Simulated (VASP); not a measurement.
A run of VASP 6.6.1:

File INCAR:

```
SYSTEM = TePb
ALGO = Normal
EDIFF = 1E-6
EDIFFG = -0.005
ENCUT = 600
GGA = CA
IBRION = 2
ISIF = 3
ISMEAR = -1
LASPH = .TRUE.
LCHARG = .FALSE.
LREAL = .FALSE.
LWAVE = .FALSE.
NELM = 60
NSW = 80
PREC = Accurate
SIGMA = 0.02
```

Contents of KPOINTS:

```
k-points
0
G
  6 6 4
  0 0 0
```

The input POSCAR:

```
TePb
1.0
    4.5714605059      0.0000000000      0.0000000000
   -2.2857302530      3.9590009305      0.0000000000
    0.0000000000      0.0000000000      7.9576965205
Pb Te
2 2
Direct
    0.0000000000      0.0000000000      0.0000000000
    0.0000000000      0.0000000000      0.5000000000
    0.3333333333      0.6666666667      0.2500000000
    0.6666666667      0.3333333333      0.7500000000
```

Potentials or basis: VASP PAW LDA potentials, release 64 (Pb_d, Te).

Command:

```bash
$ cat potpaw_LDA.64/Pb_d/POTCAR potpaw_LDA.64/Te/POTCAR > POTCAR
$ mpirun -np 1 vasp_std > vasp.out
```

Hardware: 1 thread of AMD EPYC 7R13, on a shared host.

Problem. Estimate the wall time of this run.

Solution. It took 10 min on 1 thread of AMD EPYC 7R13, with other jobs on the host, peak memory 0.27 GiB. Counts: scf iterations 68, k points 21, ion steps 10.
